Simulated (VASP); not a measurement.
Write the native input for VASP 6.6.1 that does the following.

| Quantity | Value |
| --- | --- |
| Task | single point |
| Functional | PBE |
| Potentials or basis | VASP PAW PBE potentials, release 64 (Si, C) |
| Cutoff | 520 eV |
| k mesh | 6 × 6 × 2 |
| Occupations | gaussian, width 0.1 eV |
| Spin | collinear spin |
| Starting moments | [0.0, 1.0, 1.0, 1.0, 1.0, 1.0] μB |
| Dipole correction | no |
| Further INCAR settings | ALGO = Normal; EDIFF = 1e-06; NBANDS = 25 |

The structure of SiC5 lies in POSCAR:

```
SiC5
1.0
    2.6612997000      0.0000000000      0.0000000000
   -1.3306498500      2.3047531500      0.0000000000
    0.0000000000      0.0000000000     12.9232645200
Si C
1 5
Direct
    0.3333333300      0.6666666700      0.0000000000
    0.3333333300      0.6666666700      0.3333333300
    0.3333333300      0.6666666700      0.6666666700
    0.6666666700      0.3333333300      0.1666666700
    0.6666666700      0.3333333300      0.5000000000
    0.6666666700      0.3333333300      0.8333333300
```

The input as run:

INCAR

```
ALGO = Normal
EDIFF = 1E-6
ENCUT = 520
GGA = PE
ISIF = 2
ISMEAR = 0
ISPIN = 2
LASPH = True
LCHARG = False
LORBIT = 11
LREAL = False
LWAVE = False
MAGMOM = 0 1 1 1 1 1
NBANDS = 25
NELM = 150
PREC = Accurate
SIGMA = 0.1
```

KPOINTS

```
k-points
0
Gamma
  6 6 2
```

Potentials or basis: VASP PAW PBE potentials, release 64 (Si, C).

Launch:

```bash
$ cat potpaw_PBE.64/Si/POTCAR potpaw_PBE.64/C/POTCAR > POTCAR
$ mpirun -np 1 vasp_std > vasp.out
```

It gave:

```yaml
Pressure: -25.1 GPa
Largest_force: 0.130 eV/Å
Band_gap_on_the_k_mesh: zero (filled and empty bands overlap)
Net_moment: 0.00 μB per cell
Valence_electrons_inside_the_program's_atomic_spheres: Si 1.48; C 1.93, 1.98 (each value once)
```

Caveat: the k points lie up to 0.45 Å⁻¹ apart, too coarse for converged energies and pressures of a metal.

Run time: 38 s on 1 thread of Intel(R) Xeon(R) 6975P-C (Granite Rapids) (shared host), peak memory 0.22 GiB.
